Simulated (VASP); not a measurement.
# W (I4/mmm) in VASP: electric field gradients with PBE

Aim: the electric field gradients of W with PBE.

All numbers are computed with VASP 6.6.1; they aren't measurements. Logs are shortened: lines on timing, memory, paths and dates and some standing lists are left out, and cuts for length are marked.

**1. The cell of the first run**

The structure is tetragonal, space group I4/mmm (No. 139). The conventional cell has a = 2.871 Å, b = 2.871 Å, c = 4.182 Å, α = 90.00°, β = 90.00°, γ = 90.00°. W (site symmetry 4/mmm) has 12 W at 2.87 to 2.91 Å within 3.8 Å.

**2. Electric field gradients, PBE (zz strain of +3 %)**

The input, INCAR:

```
PREC     = Accurate       # precision mode
ENCUT    = 520            # plane-wave cutoff, eV
EDIFF    = 1E-8           # SCF threshold, eV
ISMEAR   = -1             # smearing method
SIGMA    = 0.05           # smearing width, eV
LREAL    = False          # projectors in reciprocal space
LASPH    = True           # aspherical terms in the spheres
NELM     = 100            # most SCF steps
ALGO     = Normal         # electronic algorithm
ISIF     = 2              # what is computed and relaxed
LWAVE    = False          # write WAVECAR
LCHARG   = False          # write CHGCAR
GGA      = PE             # functional
LEFG     = True         
NBANDS   = 13             # bands
```

The input, KPOINTS:

```
Automatic mesh
0
Gamma
  14 14 14
```

The input, POSCAR:

```
W
1.0
    0.0000000000      2.0300000000      2.0909000000
    2.0300000000      0.0000000000      2.0909000000
    2.0300000000      2.0300000000      0.0000000000
W
1
Direct
    0.0000000000      0.0000000000      0.0000000000
```

Potentials or basis: VASP PAW PBE potentials, release 64 (W_sv).

Launch:

```
$ cat potpaw_PBE.64/W_sv/POTCAR > POTCAR
$ mpirun -np 1 vasp_std > vasp.out
```

OUTCAR:

```text
PREC = Accurate
   ENCUT = 520
   EDIFF = 1E-8
   ISMEAR = -1
   LREAL = False
   LASPH = True
   NELM = 100
   ISIF = 2
   GGA = PE

 ion  position               nearest neighbor table
   1  0.000  0.000  0.000-

  LATTYP: Found a body centered tetragonal cell.
 ALAT       =     2.8708535316
 C/A-ratio  =     1.4566399692

  Lattice vectors:

 A1 = (  -2.0300000000,   0.0000000000,   2.0909000000)
 A2 = (   2.0300000000,   0.0000000000,   2.0909000000)
 A3 = (   0.0000000000,   2.0300000000,  -2.0909000000)

Analysis of symmetry for initial positions (statically):
=====================================================================
 Subroutine PRICEL returns:
 Original cell was already a primitive cell.

 Routine SETGRP: Setting up the symmetry group for a
 body centered tetragonal supercell.

 Subroutine GETGRP returns: Found 16 space group operations
 (whereof 16 operations were pure point group operations)
 out of a pool of 16 trial point group operations.

The static configuration has the point symmetry D_4h.

Analysis of symmetry for dynamics (positions and initial velocities):
=====================================================================
 Subroutine PRICEL returns:
 Original cell was already a primitive cell.

 Routine SETGRP: Setting up the symmetry group for a
 body centered tetragonal supercell.

 Subroutine GETGRP returns: Found 16 space group operations
 (whereof 16 operations were pure point group operations)
 out of a pool of 16 trial point group operations.

The dynamic configuration has the point symmetry D_4h.

 Subroutine INISYM returns: Found 16 space group operations
 (whereof 16 operations are pure point group operations),
 and found     1 'primitive' translations

----------------------------------------------------------------------------------------

                                     Primitive cell

  volume of cell :      17.2328

  direct lattice vectors                    reciprocal lattice vectors
     0.000000000  2.030000000  2.090900000    -0.246305419  0.246305419  0.239131474
     2.030000000  0.000000000  2.090900000     0.246305419 -0.246305419  0.239131474
     2.030000000  2.030000000  0.000000000     0.246305419  0.246305419 -0.239131474

  length of vectors
     2.914234515  2.914234515  2.870853532     0.422512225  0.422512225  0.422512225

  position of ions in fractional coordinates (direct lattice)
     0.000000000  0.000000000  0.000000000

  ion indices of the primitive-cell ions
   primitive index   ion index
                 1           1

----------------------------------------------------------------------------------------

 KPOINTS: Automatic mesh

Automatic generation of k-mesh.
 Grid dimensions read from file:
 generate k-points for:   14   14   14

 Generating k-lattice:

  Cartesian coordinates                     Fractional coordinates (reciprocal lattice)
    -0.017593244  0.017593244  0.017080820     0.071428571  0.000000000  0.000000000
     0.017593244 -0.017593244  0.017080820     0.000000000  0.071428571  0.000000000
     0.017593244  0.017593244 -0.017080820     0.000000000  0.000000000  0.071428571

  Length of vectors
     0.030179445  0.030179445  0.030179445

  Shift w.r.t. Gamma in fractional coordinates (k-lattice)
     0.000000000  0.000000000  0.000000000

 Subroutine IBZKPT returns following result:
 ===========================================

 Found    244 irreducible k-points:

 Following reciprocal coordinates:
            Coordinates               Weight
  0.000000  0.000000  0.000000      1.000000
  0.071429  0.000000  0.000000      8.000000
  0.142857 -0.000000  0.000000      8.000000
  0.214286  0.000000  0.000000      8.000000
  0.285714  0.000000  0.000000      8.000000
  0.357143 -0.000000  0.000000      8.000000
[... 16 lines left out ...]
  0.214286  0.142857  0.000000      8.000000
  0.285714  0.142857  0.000000      8.000000
 [... further k-points ...]
   k-points           NKPTS =    244   k-points in BZ     NKDIM =    244   number of bands    NBANDS=     13
   number of dos      NEDOS =    301   number of ions     NIONS =      1
   total plane-waves  NPLWV =  13824
   dimension x,y,z NGX =    24 NGY =   24 NGZ =   24
   dimension x,y,z NGXF=    48 NGYF=   48 NGZF=   48
   ions per type =               1
   NGX,Y,Z   is equivalent  to a cutoff of  13.69, 13.69, 13.90 a.u.
   NGXF,Y,Z  is equivalent  to a cutoff of  27.38, 27.38, 27.80 a.u.
 SYSTEM =  unknown system
   PREC   = accura    normal or accurate (medium, high low for compatibility)
   ISTART =      0    job   : 0-new  1-cont  2-samecut
   ICHARG =      2    charge: 1-file 2-atom 10-const
   ISPIN  =      1    spin polarized calculation?
   LNONCOLLINEAR =      F non collinear calculations
   LSORBIT =      F    spin-orbit coupling
   LASPH  =      T    aspherical Exc in radial PAW
   ENCUT  =  520.0 eV  38.22 Ry    6.18 a.u.   5.42  5.42  5.34*2*pi/ulx,y,z
   NELM   =    100;   NELMIN=  2; NELMDL= -5     # of ELM steps
   EDIFF  = 0.1E-07   stopping-criterion for ELM
   LREAL  =      F    real-space projection
   EDIFFG = 0.1E-06   stopping-criterion for IOM
   NSW    =      0    number of steps for IOM
   IBRION =     -1    ionic relax: 0-MD 1-quasi-New 2-CG
   NFREE  =      0    steps in history (QN), initial steepest desc. (CG)
   ISIF   =      2    stress and relaxation
   ISYM   =      2    0-nonsym 1-usesym 2-fastsym
   POTIM  = 0.5000    time-step for ionic-motion
   TEBEG  =    0.0;   TEEND  =   0.0 temperature during run
   PSTRESS=    0.0 pullay stress
   NELECT =      14.0000    total number of electrons
   NUPDOWN=      -1.0000    fix difference up-down
   EMIN   =  10.00;   EMAX   =-10.00  energy-range for DOS
   EFERMI =   0.00;   METHOD = LEGACY
   ISMEAR =    -1;   SIGMA  =   0.05  broadening in eV -4-tet -1-fermi 0-gaus
   EFERMI_NEDOS =   21; number of points for ismear=-14 and -15
   IALGO  =     38    algorithm
   IMIX   =      4    mixing-type and parameters
     AMIX     =   0.40;   BMIX     =  1.00
     AMIX_MAG =   1.60;   BMIX_MAG =  1.00
  volume/ion in A,a.u.               =      17.23       116.29
  Fermi-wavevector in a.u.,A,eV,Ry     =   1.527563  2.886675 31.748488  2.333448
  Thomas-Fermi vector in A             =   2.635442
   LORBIT       =      0    0 simple, 1 ext, 2 COOP (PROOUT), +10 PAW based schemes
   GGA     = PE    functional components
   LHFCALC =     F    Hartree Fock is set to
   AEXX    =    0.0000 exact exchange contribution
   IVDW    =     0    specifies the selected vdW correction
   LEPSILON=     F    determine dielectric tensor
   LRPA    =     F    only Hartree local field effects (RPA)
 non-spin polarized calculation
  energy-cutoff  :      520.00
  volume of cell :       17.23
 maximum number of plane-waves:       483
 NGX is ok and might be reduce to    24
   NGX = 11   NGY = 11   NGZ = 11

 number of electron      14.0000000 magnetization

 Free energy of the ion-electron system (eV)
  ---------------------------------------------------
  ext. energy  EPLUGINS =         0.00000000
  ---------------------------------------------------
  free energy    TOTEN  =       -12.45816679 eV

  energy without entropy =      -12.44792500  energy(sigma->0) =      -12.45304590

 E-fermi :   9.8513     XC(G=0): -13.1655

 val. band max:        9.8444826704   @ k =  -0.3571   0.5000   0.1429
 cond. band min:       9.8548979979   @ k =   0.2857   0.0000   0.0000
 fundamental gap:      0.0104153274
 Fermi energy:         9.8513449802

 k-point     1 :       0.0000    0.0000    0.0000
  band No.  band energies     occupation
      1     -63.9448      2.00000
      2     -27.6510      2.00000
      3     -27.6211      2.00000
      4     -27.6211      2.00000
      5       1.0968      2.00000
      6       9.0841      2.00000
      7       9.4593      1.99921
      8       9.4593      1.99921
      9      11.9510      0.00000
     10      12.5122      0.00000
     11      22.5659      0.00000
     12      26.9397      0.00000
     13      27.8413      0.00000

 k-point     2 :       0.0714    0.0000    0.0000
  band No.  band energies     occupation
      1     -63.9406      2.00000
      2     -27.6862      2.00000
      3     -27.6445      2.00000
      4     -27.6267      2.00000
      5       1.3078      2.00000
      6       9.0652      2.00000
      7       9.4132      1.99969
      8       9.5576      1.99440
      9      11.8803      0.00000
     10      12.4137      0.00000
     11      22.9851      0.00000
     12      26.5383      0.00000
     13      27.7017      0.00000

 k-point     3 :       0.1429   -0.0000    0.0000
  band No.  band energies     occupation
      1     -63.9289      2.00000
      2     -27.8233      2.00000
      3     -27.6697      2.00000
      4     -27.6424      2.00000
      5       1.9055      2.00000
      6       8.7768      2.00000
      7       9.5324      1.99661
      8       9.7928      1.52634
      9      11.7851      0.00000
     10      12.2231      0.00000
     11      23.9564      0.00000
     12      25.2260      0.00000
     13      28.7020      0.00000
[... 305 lines left out ...]
 k-point    23 :       0.2143    0.1429    0.0000
  band No.  band energies     occupation
      1     -63.9129      2.00000
      2     -27.9532      2.00000
      3     -27.7149      2.00000
      4     -27.7128      2.00000
      5       2.7846      2.00000
      6       7.8715      2.00000
      7       9.9531      0.23130
      8      10.4489      0.00001
      9      10.8810      0.00000
     10      12.9994      0.00000
     11      25.4590      0.00000
     12      25.8773      0.00000
     13      28.6511      0.00000

 k-point    24 :       0.2857    0.1429    0.0000
  band No.  band energies     occupation
      1     -63.8967      2.00000
      2     -28.1195      2.00000
      3     -27.7574      2.00000
      4     -27.7417      2.00000
      5       3.6470      2.00000
      6       7.6518      2.00000
      7       9.3390      1.99993
      8      10.5974      0.00000
      9      11.7139      0.00000
     10      13.3227      0.00000
     11      24.2075      0.00000
     12      26.7783      0.00000
     13      29.0629      0.00000

 [... further k-points ...]

------------------------ aborting loop because EDIFF is reached ----------------------------------------

  FORCE on cell =-STRESS in cart. coord.  units (eV):
  Direction    XX          YY          ZZ          XY          YZ          ZX
  --------------------------------------------------------------------------------------
  -------------------------------------------------------------------------------------
  Total       -1.5312499     -1.5312499     -0.7040269      0.0000000     -0.0000000      0.0000000
  in kB     -142.3643711   -142.3643711    -65.4552513      0.0000000     -0.0000000      0.0000000
  external PRESSURE =    -116.7279978 kB  Pullay stress =       0.0000000 kB

 VOLUME and BASIS-vectors are now :
 -----------------------------------------------------------------------------
  energy-cutoff  :      520.00
  volume of cell :       17.23
      direct lattice vectors                 reciprocal lattice vectors
     0.000000000  2.030000000  2.090900000    -0.246305419  0.246305419  0.239131474
     2.030000000  0.000000000  2.090900000     0.246305419 -0.246305419  0.239131474
     2.030000000  2.030000000  0.000000000     0.246305419  0.246305419 -0.239131474

 POSITION                                       TOTAL-FORCE (eV/Angst)
 -----------------------------------------------------------------------------------
      0.00000      0.00000      0.00000        -0.000000      0.000000      0.000000
 -----------------------------------------------------------------------------------
    total drift:                                0.000000      0.000000     -0.000000

  FREE ENERGIE OF THE ION-ELECTRON SYSTEM (eV)
  ---------------------------------------------------
  free  energy   TOTEN  =       -12.4581667895 eV

  energy  without entropy=      -12.4479250036  energy(sigma->0) =      -12.45304590

 Electric field gradients (V/A^2)
---------------------------------------------------------------------
 ion       V_xx      V_yy      V_zz      V_xy      V_xz      V_yz
---------------------------------------------------------------------
   1       7.803     7.803   -15.606    -0.001    -0.000    -0.000
---------------------------------------------------------------------

 Electric field gradients after diagonalization (V/A^2)
 (convention: |V_zz| > |V_xx| > |V_yy|)
----------------------------------------------------------------------
 ion       V_xx      V_yy      V_zz     asymmetry (V_yy - V_xx)/ V_zz
----------------------------------------------------------------------
   1       7.804     7.802   -15.606       0.000
----------------------------------------------------------------------

           NMR quadrupolar parameters

 Cq : quadrupolar parameter    Cq=e*Q*V_zz/h
 eta: asymmetry parameters     (V_yy - V_xx)/ V_zz
 Q  : nuclear electric quadrupole moment in mb (millibarn)
----------------------------------------------------------------------
 ion       Cq(MHz)       eta       Q (mb)
----------------------------------------------------------------------
   1      -0.038       0.000       1.000
----------------------------------------------------------------------
```

Run time: 72 s. Hardware: 1 thread of Intel Xeon 8259CL, shared host; peak memory 0.18 GiB.

What came out:

- Free energy: -12.4582 eV
- Pressure: -11.7 GPa
- Band gap on the k mesh: zero (bands 7 and 8 overlap by 3.36 eV)
- Largest electric field gradient by atom: W -15.6 V/Å²

Electric field gradients, principal values (V/Å²):
```csv
atom,least,middle,greatest (by size)
1 W,7.802,7.804,-15.606
```

Caveat: the cell differs from its parent crystal (zz strain of +3 %); the stress differs along the axes, from -14 to -7 GPa; without QUAD_EFG the Cq values of the log hold for a quadrupole moment of 1 mb, not for the nuclei; spin-orbit coupling is left out, which moves the levels of the heavy elements.
